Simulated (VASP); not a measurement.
A run of VASP 6.6.1 is set up as follows.

Contents of INCAR:

```
  PREC = Accurate
  ENCUT = 520
  EDIFF = 1E-7
  ISMEAR = 0
  SIGMA = 0.05
  LREAL = F
  LASPH = T
  NELM = 100
  ALGO = Normal
  ISIF = 2
  LWAVE = F
  LCHARG = F
  LDIPOL = T
  IDIPOL = 3
  DIPOL = 0.5 0.5 0.401
  GGA = PE
  IVDW = 12
  NBANDS = 35
```

Contents of KPOINTS:

```
Automatic mesh
0
Gamma
  9 9 1
```

The input POSCAR:

```
WSe2
1.0
    3.2854929596      0.0000000000      0.0000000000
   -1.6427464798      2.8453203669      0.0000000000
    0.0000000000      0.0000000000     24.2386467078
Se W
4 2
Direct
    0.3333333333      0.6666666667      0.1856539292
    0.3333333333      0.6666666667      0.3246601780
    0.8333333333      1.0000000000      0.4777215285
    0.8333333333      1.0000000000      0.6167277773
    0.6666666667      0.3333333333      0.2551570536
    0.5000000000      1.3333333333      0.5472246529
```

Potentials or basis: VASP PAW PBE potentials, release 64 (Se, W_sv).

Run with:

```sh
$ cat potpaw_PBE.64/Se/POTCAR potpaw_PBE.64/W_sv/POTCAR > POTCAR
$ mpirun -np 1 vasp_std > vasp.out
```

**Question.** Predict the largest force.

**Answer.** 0.120 eV/Å.

**Question.** Predict the dispersion energy per atom.

**Answer.** -0.381 eV.

Forces in eV/Å, atoms in the order of the input:
```
Se  -0.001  0.000 -0.040
Se  -0.004 -0.005  0.120
Se   0.004  0.005 -0.120
Se   0.001  0.000  0.040
W   -0.001 -0.003  0.037
W    0.001  0.003 -0.037
```

Caveat: the cell differs from its parent crystal (layers slid over each other).
